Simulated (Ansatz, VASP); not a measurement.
# One calculation of GaP, two programs

The input POSCAR:

```
GaP
1.0
    0.0000000000      2.9432700000      2.9432700000
    2.9432700000      0.0000000000      2.9432700000
    2.9432700000      2.9432700000      0.0000000000
Ga P
1 1
Direct
    0.0000000000      0.0000000000      0.0000000000
    0.7500000000      0.7500000000      0.7500000000
```

Contents of INCAR.step1:

```
PREC = Accurate
ENCUT = 520
ISMEAR = 0
SIGMA = 0.05
LREAL = False
LASPH = True
NELM = 60
NBANDS = 16
GGA = PE
ALGO = Normal
EDIFF = 1E-4
LWAVE = True
LCHARG = False
```

File INCAR.step2:

```
PREC = Accurate
ENCUT = 520
EDIFF = 1E-6
ISMEAR = 0
SIGMA = 0.05
LREAL = False
LASPH = True
NELM = 60
ALGO = Normal
ISIF = 2
LWAVE = False
LCHARG = True
METAGGA = R2SCAN
LMIXTAU = True
LELF = True
LVHAR = True
NBANDS = 16
ISTART = 1
```

The input KPOINTS:

```
Automatic mesh
0
Gamma
  8 8 8
```

Input for Ansatz:

```yaml
crystal:
  lattice:
    - [0.0, 2.94327, 2.94327]
    - [2.94327, 0.0, 2.94327]
    - [2.94327, 2.94327, 0.0]
  atoms:
    - { symbol: Ga, position: [0.0, 0.0, 0.0] }
    - { symbol: P, position: [0.75, 0.75, 0.75] }
basis:
  ecutwfc: 500
kpoints:
  mp_grid: { grid: [8, 8, 8] }
hamiltonian:
  xc: r2scan
scf:
  occupations: { method: gaussian, width: 0.05 }
output:
  forces: true
  stress: true
  eigenvalues: true
```

Change from the starting cell: strain +0.080 along x and y, +0.080 along z, atoms carried along.

Alike in both runs: task single point; functional r2SCAN; k mesh 8 × 8 × 8; occupations gaussian, width 0.05 eV; no spin polarisation.

```csv
,VASP,Ansatz
version,VASP 6.6.1,Ansatz 0.2.0
potentials or method,"VASP PAW PBE potentials, release 64 (Ga_d, P), cutoff 520 eV","scalar-relativistic, plane waves, PAW"
valence electrons in the cell,18,18
```

```csv
,VASP,Ansatz,Ansatz less VASP
gap on the k mesh at the Fermi level (eV),0.43,0.45,+0.014
least direct gap on the mesh (eV),0.43,0.45,+0.014
pressure (GPa),-12.0,-12.0,+0.03
```

VASP's potentials were made for PBE, not for r2SCAN.
